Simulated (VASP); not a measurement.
# I (Fmmm) in VASP: further runs, part 3 of 3

VASP 6.6.1.

## (5) Relaxation of cell and atoms, BLYP

File INCAR:

```
  AGGAC = 1.0
  AGGAX = 1.0
  ALDAC = 0.0
  ALDAX = 1.0
  ALGO = Normal
  EDIFF = 1E-7
  EDIFFG = -0.005
  ENCUT = 600
  GGA = B5
  IBRION = 2
  ISIF = 3
  ISMEAR = -1
  LASPH = True
  LCHARG = False
  LREAL = False
  LWAVE = False
  NELM = 60
  NSW = 80
  PREC = Accurate
  SIGMA = 0.05
```

File KPOINTS:

```
k-points
0
Gamma
  9 9 9
```

File POSCAR:

```
I
1.0
    0.0000000000      2.3656004428      3.9098401324
    2.1922454667      0.0000000000      3.9098401324
    2.1922454667      2.3656004428      0.0000000000
I
1
Direct
    0.0000000000      0.0000000000      0.0000000000
```

Potentials or basis: VASP PAW PBE potentials, release 64 (I).

On the command line:

```bash
$ cat potpaw_PBE.64/I/POTCAR > POTCAR
$ mpirun -np 1 vasp_std > vasp.out
```

OUTCAR:

```text
EDIFF = 1E-7
   EDIFFG = -0.005
   ENCUT = 600
   GGA = B5
   IBRION = 2
   ISIF = 3
   ISMEAR = -1
   LASPH = True
   LREAL = False
   NELM = 60
   NSW = 80
   PREC = Accurate

 ion  position               nearest neighbor table
   1  0.000  0.000  0.000-

  LATTYP: Found a face centered orthorhombic cell.
 ALAT       =     4.3844909334
 B/A-ratio  =     1.0790764441
 C/A-ratio  =     1.7834864717

  Lattice vectors:

 A1 = (   0.0000000000,   2.3656004428,   3.9098401324)
 A2 = (   2.1922454667,   0.0000000000,   3.9098401324)
 A3 = (   2.1922454667,   2.3656004428,   0.0000000000)

Analysis of symmetry for initial positions (statically):
=====================================================================
 Subroutine PRICEL returns:
 Original cell was already a primitive cell.

 Routine SETGRP: Setting up the symmetry group for a
 face centered orthorhombic supercell.

 Subroutine GETGRP returns: Found  8 space group operations
 (whereof  8 operations were pure point group operations)
 out of a pool of  8 trial point group operations.

The static configuration has the point symmetry D_2h.

Analysis of symmetry for dynamics (positions and initial velocities):
=====================================================================
 Subroutine PRICEL returns:
 Original cell was already a primitive cell.

 Routine SETGRP: Setting up the symmetry group for a
 face centered orthorhombic supercell.

 Subroutine GETGRP returns: Found  8 space group operations
 (whereof  8 operations were pure point group operations)
 out of a pool of  8 trial point group operations.

The dynamic configuration has the point symmetry D_2h.

 Subroutine INISYM returns: Found  8 space group operations
 (whereof  8 operations are pure point group operations),
 and found     1 'primitive' translations

----------------------------------------------------------------------------------------

                                     Primitive cell

  volume of cell :      40.5527

  direct lattice vectors                    reciprocal lattice vectors
     0.000000000  2.365600443  3.909840132    -0.228076649  0.211362828  0.127882467
     2.192245467  0.000000000  3.909840132     0.228076649 -0.211362828  0.127882467
     2.192245467  2.365600443  0.000000000     0.228076649  0.211362828 -0.127882467

  length of vectors
     4.569782852  4.482498193  3.225214046     0.336224818  0.336224818  0.336224818

  position of ions in fractional coordinates (direct lattice)
     0.000000000  0.000000000  0.000000000

  ion indices of the primitive-cell ions
   primitive index   ion index
                 1           1

----------------------------------------------------------------------------------------

 KPOINTS: k-points

Automatic generation of k-mesh.
 Grid dimensions read from file:
 generate k-points for:    9    9    9

 Generating k-lattice:

  Cartesian coordinates                     Fractional coordinates (reciprocal lattice)
    -0.025341850  0.023484759  0.014209163     0.111111111  0.000000000  0.000000000
     0.025341850 -0.023484759  0.014209163     0.000000000  0.111111111  0.000000000
     0.025341850  0.023484759 -0.014209163     0.000000000  0.000000000  0.111111111

[... 49 lines left out ...]
   ICHARG =      2    charge: 1-file 2-atom 10-const
   ISPIN  =      1    spin polarized calculation?
   LNONCOLLINEAR =      F non collinear calculations
   LSORBIT =      F    spin-orbit coupling
   LASPH  =      T    aspherical Exc in radial PAW
   ENCUT  =  600.0 eV  44.10 Ry    6.64 a.u.   9.13  8.95  6.44*2*pi/ulx,y,z
   NELM   =     60;   NELMIN=  2; NELMDL= -5     # of ELM steps
   EDIFF  = 0.1E-06   stopping-criterion for ELM
   LREAL  =      F    real-space projection
   EDIFFG = -.5E-02   stopping-criterion for IOM
   NSW    =     80    number of steps for IOM
   IBRION =      2    ionic relax: 0-MD 1-quasi-New 2-CG
   NFREE  =      1    steps in history (QN), initial steepest desc. (CG)
   ISIF   =      3    stress and relaxation
   ISYM   =      2    0-nonsym 1-usesym 2-fastsym
   POTIM  = 0.5000    time-step for ionic-motion
   TEBEG  =    0.0;   TEEND  =   0.0 temperature during run
   PSTRESS=    0.0 pullay stress
   NELECT =       7.0000    total number of electrons
   NUPDOWN=      -1.0000    fix difference up-down
   EMIN   =  10.00;   EMAX   =-10.00  energy-range for DOS
   EFERMI =   0.00;   METHOD = LEGACY
   ISMEAR =    -1;   SIGMA  =   0.05  broadening in eV -4-tet -1-fermi 0-gaus
   EFERMI_NEDOS =   21; number of points for ismear=-14 and -15
   IALGO  =     38    algorithm
   IMIX   =      4    mixing-type and parameters
     AMIX     =   0.40;   BMIX     =  1.00
     AMIX_MAG =   1.60;   BMIX_MAG =  1.00
  volume/ion in A,a.u.               =      40.55       273.66
  Fermi-wavevector in a.u.,A,eV,Ry     =   0.911523  1.722529 11.304731  0.830874
  Thomas-Fermi vector in A             =   2.035812
   LORBIT       =      0    0 simple, 1 ext, 2 COOP (PROOUT), +10 PAW based schemes
   GGA     = B5    functional components
   LHFCALC =     F    Hartree Fock is set to
   AEXX    =    0.0000 exact exchange contribution
   IVDW    =     0    specifies the selected vdW correction
   LEPSILON=     F    determine dielectric tensor
   LRPA    =     F    only Hartree local field effects (RPA)
 conjugate gradient relaxation of ions
 non-spin polarized calculation
  energy-cutoff  :      600.00
  volume of cell :       40.55
 maximum number of plane-waves:      1376
 NGX is ok and might be reduce to    40
   NGX = 19   NGY = 17   NGZ = 13

--------------------------------------- Ionic step        1  -------------------------------------------

 number of electron       6.9999999 magnetization

 Free energy of the ion-electron system (eV)
  ---------------------------------------------------
  ext. energy  EPLUGINS =         0.00000000
  ---------------------------------------------------
  free energy    TOTEN  =        -0.98017604 eV

  energy without entropy =       -0.97498033  energy(sigma->0) =       -0.97757819

------------------------ aborting loop because EDIFF is reached ----------------------------------------

  FORCE on cell =-STRESS in cart. coord.  units (eV):
  Direction    XX          YY          ZZ          XY          YZ          ZX
  --------------------------------------------------------------------------------------
  -------------------------------------------------------------------------------------
  Total        0.9296884      0.8925249      0.5399188      0.0000000      0.0000000      0.0000000
  in kB       36.7306354     35.2623571     21.3314034      0.0000000      0.0000000      0.0000000
  external PRESSURE =      31.1081320 kB  Pullay stress =       0.0000000 kB
[... 86 lines left out ...]
  FREE ENERGIE OF THE ION-ELECTRON SYSTEM (eV)
  ---------------------------------------------------
  free  energy   TOTEN  =        -1.0209554356 eV

  energy  without entropy=       -1.0138656546  energy(sigma->0) =       -1.01741055

 E-fermi :   0.0793     XC(G=0):  -5.6109

 val. band max:       -0.0764504665   @ k =  -0.4444   0.4444   0.1111
 cond. band min:       0.1259358905   @ k =   0.4444  -0.3333   0.1111
 fundamental gap:      0.2023863570
 Fermi energy:         0.0793443370

 k-point     1 :       0.0000    0.0000    0.0000
  band No.  band energies     occupation
      1     -13.1116      2.00000
      2      -2.4558      2.00000
      3       0.7051      0.00001
      4       0.7440      0.00000
      5       4.1741      0.00000
      6       7.5570      0.00000
      7       7.8368      0.00000
[... 221 lines left out ...]
 k-point    24 :       0.4444    0.4444    0.0000
  band No.  band energies     occupation
      1     -13.1082      2.00000
      2      -2.6081      2.00000
      3       0.7020      0.00001
      4       0.7409      0.00000
      5       6.0889      0.00000
      6       7.2090      0.00000
      7       7.5367      0.00000

 [... further k-points ...]

[... ionic steps 4 to 28 ...]

--------------------------------------- Ionic step       29  -------------------------------------------

 number of electron       7.0000002 magnetization

------------------------ aborting loop because EDIFF is reached ----------------------------------------
[... 65 lines left out ...]
--------------------------------------- Ionic step       31  -------------------------------------------

 number of electron       7.0000002 magnetization

 Free energy of the ion-electron system (eV)
  ---------------------------------------------------
  ext. energy  EPLUGINS =         0.00000000
  ---------------------------------------------------
  free energy    TOTEN  =        -1.08318283 eV

  energy without entropy =       -1.07639368  energy(sigma->0) =       -1.07978826

 E-fermi :  -0.6250     XC(G=0):  -5.0687

 val. band max:       -0.7890683007   @ k =   0.0000   0.1111   0.1111
 cond. band min:      -0.5618968109   @ k =   0.2222   0.0000   0.1111
 fundamental gap:      0.2271714899
 Fermi energy:        -0.6249698338

 k-point     1 :       0.0000    0.0000    0.0000
  band No.  band energies     occupation
      1     -13.7734      2.00000
      2      -3.1762      2.00000
      3       0.0096      0.00001
      4       0.0097      0.00001
      5       3.5395      0.00000
      6       6.8565      0.00000
      7       7.0902      0.00000
[... 258 lines left out ...]
  FREE ENERGIE OF THE ION-ELECTRON SYSTEM (eV)
  ---------------------------------------------------
  free  energy   TOTEN  =        -1.0831828346 eV

  energy  without entropy=       -1.0763936762  energy(sigma->0) =       -1.07978826

 reached required accuracy - stopping structural energy minimisation
```

OSZICAR:

```text
N       E                     dE             d eps       ncg     rms          rms(c)
DAV:   1     0.253408041515E+02    0.25341E+02   -0.26971E+03  1750   0.793E+02
DAV:   2    -0.128424085730E+00   -0.25469E+02   -0.24585E+02  2338   0.103E+02
[... 392 lines left out ...]
  30 F= -.10831822E+01 E0= -.10797882E+01  d E =-.380484E-04
       N       E                     dE             d eps       ncg     rms          rms(c)
DAV:   1    -0.108318800975E+01   -0.58314E-05   -0.81300E-04  1862   0.165E-01    0.162E-02
DAV:   2    -0.108318437140E+01    0.36383E-05   -0.11491E-05  1925   0.284E-02    0.866E-03
DAV:   3    -0.108318280150E+01    0.15699E-05   -0.66440E-06  2296   0.146E-02    0.223E-03
DAV:   4    -0.108318283465E+01   -0.33149E-07   -0.15108E-07  2408   0.298E-03
  31 F= -.10831828E+01 E0= -.10797883E+01  d E =-.386556E-04
```

Wall time 17 min (1 thread of AMD EPYC 9R45 (Zen 5), shared host); peak memory 0.2 GiB.

What came out:

| Quantity | Value |
| --- | --- |
| Free energy | -1.0832 eV |
| Relaxed volume | 75.61 Å³/atom |
| Relaxed cell | a = 7.186 Å, b = 7.186 Å, c = 3.338 Å, α = 76.57°, β = 76.57°, γ = 26.86° |
| Space group after relaxing (to 0.1 Å) | I4/mmm (No. 139) |
| Energy gained by relaxing | 103.0 meV/atom |
| Ionic steps | 31 |
| Pressure after relaxing | 0.0 GPa |
| Band gap on the k mesh | zero (an odd number of electrons rules out a gap without spin polarisation) |

The path:
```tsv
step	energy change (eV)	largest force (eV/Å)	pressure (GPa)	volume (Å³)
1	0.0000	0.0000	3.11	40.55
2	-0.0407	0.0000	0.07	45.35
3	-0.0408	0.0000	0.21	45.04
4	-0.0508	0.0000	0.17	46.00
5	-0.0714	0.0000	0.17	48.84
6	-0.0887	0.0000	0.35	54.33
7	-0.0909	0.0000	0.44	56.80
8	-0.0857	0.0000	-0.69	63.42
9	-0.0936	0.0000	-0.04	59.13
10	-0.0956	0.0000	-0.08	60.65
11	-0.0985	0.0000	-0.16	64.25
12	-0.0985	0.0000	0.33	63.92
13	-0.0995	0.0000	0.08	64.09
14	-0.0998	0.0000	0.09	64.66
15	-0.1006	0.0000	0.12	66.36
16	-0.1016	0.0000	0.17	69.73
17	-0.1019	0.0000	0.12	70.27
18	-0.1022	0.0000	0.06	71.13
19	-0.1024	0.0000	-0.07	72.87
20	-0.1024	0.0000	-0.03	72.35
21	-0.1024	0.0000	-0.03	72.62
22	-0.1026	0.0000	-0.04	73.40
23	-0.1029	0.0000	-0.05	74.97
24	-0.1027	0.0000	-0.07	78.12
25	-0.1029	0.0000	-0.05	75.84
26	-0.1029	0.0000	0.04	75.53
27	-0.1030	0.0000	0.00	75.66
28	-0.1030	0.0000	0.00	75.65
29	-0.1030	0.0000	0.00	75.63
30	-0.1030	0.0000	0.00	75.62
31	-0.1030	0.0000	-0.01	75.61
```

Final structure:
```
I
1.0
     0.00000    2.36012    6.78696
     2.36015    0.00000    6.78696
     2.36015    2.36012    0.00000
I
1
Direct
  0.00000 0.00000 0.00000
```

Levels at points of the mesh, in eV from the Fermi level:
```
           k point  band 1  band 2  band 3  band 4  band 5  band 6  band 7
(0.00, 0.00, 0.00)  -13.15   -2.55    0.63    0.63    4.16    7.48    7.72
```

Caveat: the volume moved by over 15 % at a fixed basis, so the end points are rough; the PAW data sets were made with another functional, which shifts forces and pressure a little; spin-orbit coupling is left out, which moves the levels of the heavy elements; an odd number of electrons without spin polarisation forces a metal; a magnetic or distorted state may lie lower.

## (6) The runs side by side

| task | level | cell | cutoff (eV) | smearing | gap on the mesh (eV) | pressure (GPa) |
| --- | --- | --- | --- | --- | --- | --- |
| single point | PBE | as given | 520 | gaussian 0.011 eV | none | 0.4 |
| single point | PBE | as given | 520 | gaussian 0.03 eV | none | 0.4 |
| single point | PBE | as given | 520 | gaussian 0.016 eV | none | 0.4 |
| relaxation of cell and atoms | BLYP | relaxed | 600 | fermi-dirac 0.05 eV | none | 0.0 |

Alike in all rows: potentials or basis VASP PAW PBE potentials, release 64 (I); no spin polarisation; k mesh 9 × 9 × 9.

Caveats: spin-orbit coupling is left out, which moves the levels of the heavy elements; an odd number of electrons without spin polarisation forces a metal; a magnetic or distorted state may lie lower; the volume moved by over 15 % at a fixed basis, so the end points are rough (at least some runs); the PAW data sets were made with another functional, which shifts forces and pressure a little (at least some runs).

Absolute energies hang on the potentials; compare differences alone.
